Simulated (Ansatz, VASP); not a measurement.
Ta3N4: VASP beside Ansatz

```
CELL_PARAMETERS angstrom
3.10924 0.00000 0.00000
-1.55462 2.69268 0.00000
0.00000 0.00000 9.97641
ATOMIC_POSITIONS crystal
Ta 0.00000 0.00000 0.00000
Ta 0.00000 0.00000 0.28196
Ta 0.00000 0.00000 0.71804
N 0.33333 0.66667 0.86399
N 0.66667 0.33333 0.13601
N 0.33333 0.66667 0.36645
N 0.66667 0.33333 0.63355
```

Alike in both runs: task relaxation of cell and atoms; functional PBE; dispersion D3(BJ); k mesh 12 × 12 × 4; occupations gaussian, width 0.1 eV; no spin polarisation.

```csv
,VASP,Ansatz
version,VASP 6.6.1,Ansatz 0.2.0
potentials or method,"VASP PAW PBE potentials, release 64 (Ta_pv, N), cutoff 600 eV","scalar-relativistic, plane waves, PAW"
valence electrons in the cell,53,59
```

|  | VASP | Ansatz | Ansatz less VASP |
| --- | --- | --- | --- |
| gap on the k mesh at the Fermi level, each at its own relaxed structure (eV) | none | none | - |
| relaxed volume (Å³/atom) | 11.95 | 11.94 | -0.013 |
| relaxed cell length with the largest relative difference (Å) | 3.112 | 3.110 | -0.0021 |

A gap of «none» marks a metal or a gap that the smearing closes. VASP's potentials hold 53 valence electrons a cell and Ansatz's 59, so a difference there can come from the potentials and not from the codes.

Spin-orbit coupling is off throughout.
